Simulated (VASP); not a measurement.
Set up this calculation in VASP 6.6.1, as the native input.

| Item | Value |
| --- | --- |
| Task | single point |
| Functional | LDA |
| Potentials or basis | VASP PAW LDA potentials, release 64 (Li_sv, F) |
| Cutoff | 520 eV |
| k mesh | 6 × 6 × 6 |
| Occupations | gaussian, width 0.01 eV |
| Spin | no spin polarisation |
| Dipole correction | no |
| Further INCAR settings | ALGO = Normal; EDIFF = 1e-06; NBANDS = 12 |

The structure of LiF lies in POSCAR:

```
LiF
1.0
    0.0000000000      1.9948717404      1.9948717404
    1.9948717404      0.0000000000      1.9948717404
    1.9948717404      1.9948717404      0.0000000000
Li F
1 1
Direct
    0.0000000000      0.0000000000      0.0000000000
    0.5000000000      0.5000000000      0.5000000000
```

One way to write it, as run:

INCAR

```
PREC = Accurate ; ENCUT = 520
EDIFF = 1E-6 ; ISMEAR = 0
SIGMA = 0.01 ; LREAL = F
LASPH = T ; NELM = 60
ALGO = Normal ; ISIF = 2
LWAVE = F ; LCHARG = T
LELF = T ; LVHAR = T
NBANDS = 12
```

KPOINTS

```
regular mesh
0
Gamma
  6 6 6
```

Potentials or basis: VASP PAW LDA potentials, release 64 (Li_sv, F).

Launch:

```console
$ cat potpaw_LDA.64/Li_sv/POTCAR potpaw_LDA.64/F/POTCAR > POTCAR
$ mpirun -np 1 vasp_std > vasp.out
```

Results of the run:

```json
{
  "Band gap on the k mesh": "9.10 eV"
}
```

Caveat: the k points lie up to 0.45 Å⁻¹ apart.

Run time: 2.3 s on 1 thread of Intel(R) Xeon(R) Platinum 8488C (Sapphire Rapids), on a shared host, peak memory 0.12 GiB.
